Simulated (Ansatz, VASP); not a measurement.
**CoO in VASP and in Ansatz**

The input INCAR:

```
SYSTEM = CoO
  ALGO = Normal
  EDIFF = 1E-6
  ENCUT = 520
  GGA = PE
  ISIF = 2
  ISMEAR = 0
  ISPIN = 2
  LASPH = .True.
  LCHARG = .False.
  LMAXMIX = 4
  LORBIT = 11
  LREAL = .False.
  LWAVE = .False.
  MAGMOM = 2.73 0.34
  NBANDS = 18
  NELM = 150
  PREC = Accurate
  SIGMA = 0.15
```

Contents of KPOINTS:

```
k-points
0
Gamma
  22 22 22
  0 0 0
```

The input POSCAR:

```
CoO
1.0
    0.0000000000      2.2501546197      1.9126314267
    2.2501546197      0.0000000000      1.9126314267
    2.2501546197      2.2501546197      0.0000000000
Co O
1 1
Direct
    0.0000000000      0.0000000000      0.0000000000
    0.5000000000      0.5000000000      0.5000000000
```

Input for Ansatz:

```yaml
crystal:
  lattice:
    - [0.0, 2.2501546197, 1.9126314267]
    - [2.2501546197, 0.0, 1.9126314267]
    - [2.2501546197, 2.2501546197, 0.0]
  atoms:
    - { symbol: Co, position: [0.0, 0.0, 0.0], spin: 2.73 }
    - { symbol: O, position: [0.5, 0.5, 0.5], spin: 0.34 }
basis:
  ecutwfc: 420
kpoints:
  mp_grid: { grid: [22, 22, 22] }
hamiltonian:
  xc: pbe
scf:
  occupations: { method: gaussian, width: 0.15 }
output:
  forces: true
  stress: true
  eigenvalues: true
  populations: true
magnetization:
  spin_polarized: true
```

Alike in both runs: task single point; functional PBE; k mesh 22 × 22 × 22; occupations gaussian, width 0.15 eV; collinear spin.

|  | VASP | Ansatz |
| --- | --- | --- |
| version | VASP 6.6.1 | Ansatz 0.2.0 |
| potentials or method | VASP PAW PBE potentials, release 64 (Co, O), cutoff 520 eV | scalar-relativistic, plane waves, PAW |
| valence electrons in the cell | 15 | 23 |

Ansatz gave:

| Quantity | Value |
| --- | --- |
| gap on the k mesh at the Fermi level (eV) | none |
| pressure (GPa) | 5.6 |
| traceless stress, the component that is largest in VASP (GPa) | 9.42 |
| net moment per atom (μB) | 1.40 |
| size of the moment on the site where the two differ most (μB) | 2.28 |

Task: What did VASP give for the same quantities?

Result: gap on the k mesh at the Fermi level (eV): none; pressure (GPa): 5.0; traceless stress, the component that is largest in VASP (GPa): 9.54; net moment per atom (μB): 1.39; size of the moment on the site where the two differ most (μB): 2.43.

Site moments also hang on the region over which each program counts them. A gap of «none» marks a metal or a gap that the smearing closes. With one functional, cell and mesh, what is left measures potentials, basis and numerics. VASP's potentials hold 15 valence electrons a cell and Ansatz's 23, so a difference there can come from the potentials and not from the codes.
